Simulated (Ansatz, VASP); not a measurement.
Cr: VASP beside Ansatz

```
CELL_PARAMETERS angstrom
4.11766 0.00000 0.00000
-2.05883 3.56600 0.00000
0.00000 0.00000 2.22764
ATOMIC_POSITIONS crystal
Cr 0.00000 0.00000 0.00000
Cr 0.33333 0.66667 0.50000
Cr 0.66667 0.33333 0.50000
```

Alike in both runs: task single point; functional PBE; k mesh 10 × 10 × 15; occupations fermi-dirac, width 0.1 eV; no spin polarisation.

|  | VASP | Ansatz |
| --- | --- | --- |
| version | VASP 6.6.1 | Ansatz 0.2.0 |
| potentials or method | VASP PAW PBE potentials, release 64 (Cr_pv), cutoff 520 eV | plane waves (420 eV) with PAW, scalar-relativistic |
| valence electrons in the cell | 36 | 42 |

```csv
,VASP,Ansatz,Ansatz less VASP
pressure (GPa),23.2,23.5,+0.26
"traceless stress, the component that is largest in VASP (GPa)",1.64,1.49,-0.150
```

With one functional, cell and mesh, what is left measures potentials, basis and numerics. VASP's potentials hold 36 valence electrons a cell and Ansatz's 42, so a difference there can come from the potentials and not from the codes.
